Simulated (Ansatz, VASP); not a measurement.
**One calculation of SrCl2, two programs**

The input INCAR:

```
PREC     = Accurate       # precision mode
ENCUT    = 520            # plane-wave cutoff, eV
EDIFF    = 1E-6           # SCF threshold, eV
ISMEAR   = 0              # smearing method
SIGMA    = 0.01           # smearing width, eV
LREAL    = False          # projectors in reciprocal space
LASPH    = True           # aspherical terms in the spheres
NELM     = 150            # most SCF steps
ALGO     = Normal         # electronic algorithm
ISIF     = 2              # what is computed and relaxed
LWAVE    = False          # write WAVECAR
LCHARG   = False          # write CHGCAR
MAGMOM   = 0 0 0 0 0 0 0 0 0 # initial moments
LORBIT   = 11             # projections on sites
LSORBIT  = True           # spin-orbit coupling
GGA_COMPAT= False        
LORBMOM  = True         
GGA      = PE             # functional
NBANDS   = 37             # bands
```

The input KPOINTS:

```
regular mesh
0
Gamma
  6 6 6
```

Contents of POSCAR:

```
SrCl2
1.0
    0.0000000000      3.4977180848      3.4977180848
    3.4977180848      0.0000000000      3.4977180848
    3.4977180848      3.4977180848      0.0000000000
Sr Cl
1 2
Direct
    0.0000000000      0.0000000000      0.0000000000
    0.2500000000      0.2500000000      0.2500000000
    0.7500000000      0.7500000000      0.7500000000
```

Input for Ansatz:

```yaml
crystal:
  lattice:
    - [0.0, 3.4977180848, 3.4977180848]
    - [3.4977180848, 0.0, 3.4977180848]
    - [3.4977180848, 3.4977180848, 0.0]
  atoms:
    - { symbol: Sr, position: [0.0, 0.0, 0.0] }
    - { symbol: Cl, position: [0.25, 0.25, 0.25] }
    - { symbol: Cl, position: [0.75, 0.75, 0.75] }
kpoints:
  mp_grid: { grid: [6, 6, 6] }
  band_path:
    path:
      - [0.0, 0.0, 0.0]
      - [0.5, 0.0, 0.5]
      - [0.625, 0.25, 0.625]
      - [0.375, 0.375, 0.75]
      - [0.5, 0.5, 0.5]
      - [0.5, 0.25, 0.75]
    npoints: 1
hamiltonian:
  xc: pbe
scf:
  occupations: { method: fixed }
  n_extra_bands: 8
magnetization:
  noncollinear: true
  spin_orbit: true
output:
  forces: true
  stress: true
  eigenvalues: true
```

Alike in both runs: task single point; functional PBE; k mesh 6 × 6 × 6; non-collinear spin, spin-orbit coupling.

|  | VASP | Ansatz |
| --- | --- | --- |
| version | VASP 6.6.1 | Ansatz 0.2.0 |
| potentials or method | VASP PAW PBE potentials, release 64 (Sr_sv, Cl) | plane waves, PAW |
| plane-wave cutoff (eV) | 520 | 420 |
| occupations | gaussian, width 0.01 eV | fixed |
| valence electrons in the cell | 24 | 24 |

Ansatz gave:

```
pressure (GPa) : 0.7
```

**Question.** Which values does VASP return?

**Answer.** Pressure (GPa): 0.8.
